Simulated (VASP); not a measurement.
**Rh: single point with LDA**

Crystal: Rh.

```xyz
2
Lattice="2.7669 0.0000 0.0000 -1.3835 2.3962 0.0000 0.0000 0.0000 4.4868" Properties=species:S:1:pos:R:3 pbc="T T T"
Rh    0.0000    1.5975    1.1217
Rh    1.3835    0.7987    3.3651
```

| Item | Value |
| --- | --- |
| Program | VASP 6.6.1 |
| Task | single point |
| Functional | LDA |
| Potentials or basis | VASP PAW LDA potentials, release 64 (Rh_pv) |
| Cutoff | 520 eV |
| k mesh | 11 × 11 × 6 |
| Occupations | fermi-dirac, width 0.05 eV |
| Spin | no spin polarisation |

- Pressure: -26.1 GPa
- Band gap on the k mesh: zero (band 15 reaches 10.93 eV, above the bottom of band 16 at 8.84 eV)

Stress tensor (GPa, compression positive):
```
-25.60   0.00   0.00
  0.00 -25.60   0.00
  0.00   0.00 -27.16
```

Levels at points of the mesh, in eV from the Fermi level:
| k point | band 12 | band 13 | band 14 | band 15 | band 16 | band 17 | band 18 | band 19 |
| --- | --- | --- | --- | --- | --- | --- | --- | --- |
| (0.00, 0.00, 0.00) | -2.23 | -2.23 | -1.68 | -1.68 | 0.14 | 0.14 | 0.77 | 7.79 |
| (0.00, 0.00, 0.50) | -2.79 | -2.79 | -2.79 | -0.38 | -0.38 | -0.38 | -0.38 | 14.40 |

Run time: 22 s on 1 thread of Intel(R) Xeon(R) Platinum 8375C CPU @ 2.90GHz (Ice Lake) (shared host), peak memory 0.15 GiB.
